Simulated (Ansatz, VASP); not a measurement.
# WSe2: VASP beside Ansatz

```xyz
6
Lattice="3.2997 0.0000 0.0000 -1.6498 2.8576 0.0000 0.0000 0.0000 13.1487" Properties=species:S:1:pos:R:3 pbc="T T T"
W     0.0000    1.9051    3.2872
W     1.6498    0.9525    9.8615
Se    1.6498    0.9525    4.9526
Se    1.6498    0.9525    1.6218
Se    0.0000    1.9051   11.5269
Se    0.0000    1.9051    8.1961
```

Alike in both runs: task single point; functional PBE; k mesh 12 × 12 × 2; occupations fermi-dirac, width 0.02 eV; no spin polarisation.

|  | VASP | Ansatz |
| --- | --- | --- |
| version | VASP 6.6.1 | Ansatz 0.2.0 |
| potentials or method | VASP PAW PBE potentials, release 64 (W_sv, Se) | plane waves, PAW |
| plane-wave cutoff (eV) | 520 | 420 |
| valence electrons in the cell | 52 | 92 |

|  | VASP | Ansatz | Ansatz less VASP |
| --- | --- | --- | --- |
| gap on the k mesh at the Fermi level (eV) | 1.04 | 1.04 | +0.005 |
| pressure (GPa) | 3.7 | 3.4 | -0.32 |
| traceless stress, the component that is largest in VASP (GPa) | 1.16 | 1.08 | -0.082 |
| rms of the force components (eV/Å) | 0.153 | 0.131 | -0.0227 |

Atom by atom the forces differ by 0.023 eV/Å (rms over components). VASP's potentials hold 52 valence electrons a cell and Ansatz's 92, so a difference there can come from the potentials and not from the codes.

Spin-orbit coupling is off throughout.
